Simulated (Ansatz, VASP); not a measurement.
TaN: VASP beside Ansatz

File INCAR:

```
SYSTEM = TaN
ALGO = Normal
EDIFF = 1E-8
ENCUT = 520
GGA = PE
GGA_COMPAT = .False.
ISIF = 2
ISMEAR = -1
LASPH = .True.
LCHARG = .False.
LEFG = .True.
LREAL = .False.
LWAVE = .False.
NBANDS = 16
NELM = 120
PREC = Accurate
SIGMA = 0.02
```

The input KPOINTS:

```
k-points
0
Gamma
  12 12 10
  0 0 0
```

Contents of POSCAR:

```
TaN
1.0
    2.9766611718      0.0000000000      0.0000000000
   -1.4883305859      2.5778641933      0.0000000000
    0.0000000000      0.0000000000      2.9209385612
Ta N
1 1
Direct
    0.3333333333      0.6666666667      0.5000000000
    0.0000000000      0.0000000000      0.0000000000
```

Input for Ansatz:

```yaml
crystal:
  lattice:
    - [2.9766611718, 0.0, 0.0]
    - [-1.4883305859, 2.5778641933, 0.0]
    - [0.0, 0.0, 2.9209385612]
  atoms:
    - { symbol: Ta, position: [0.3333333333, 0.6666666667, 0.5] }
    - { symbol: "N", position: [0.0, 0.0, 0.0] }
kpoints:
  mp_grid: { grid: [12, 12, 10] }
scf:
  occupations: { method: fermi_dirac, width: 0.02 }
hamiltonian:
  xc: pbe
  pseudopotentials: { kind: paw }
output:
  forces: true
  stress: true
  eigenvalues: true
  efg: { contact_densities: true }
```

Change from the starting cell: volume scaled by 1.04, PAW files.

Alike in both runs: task electric field gradients; functional PBE; k mesh 12 × 12 × 10; occupations fermi-dirac, width 0.02 eV; no spin polarisation.

|  | VASP | Ansatz |
| --- | --- | --- |
| version | VASP 6.6.1 | Ansatz 0.2.0 |
| potentials or method | VASP PAW PBE potentials, release 64 (Ta_sv_GW, N) | PAW with Ansatz's default frozen-core files, scalar-relativistic |
| plane-wave cutoff (eV) | 520 | 420 |
| valence electrons in the cell | 18 | 18 |

```csv
,VASP,Ansatz,Ansatz less VASP
size of Vzz on the site where it differs most (V/Å²),39.2,57.9,+18.74
```

Spin-orbit coupling is off throughout.
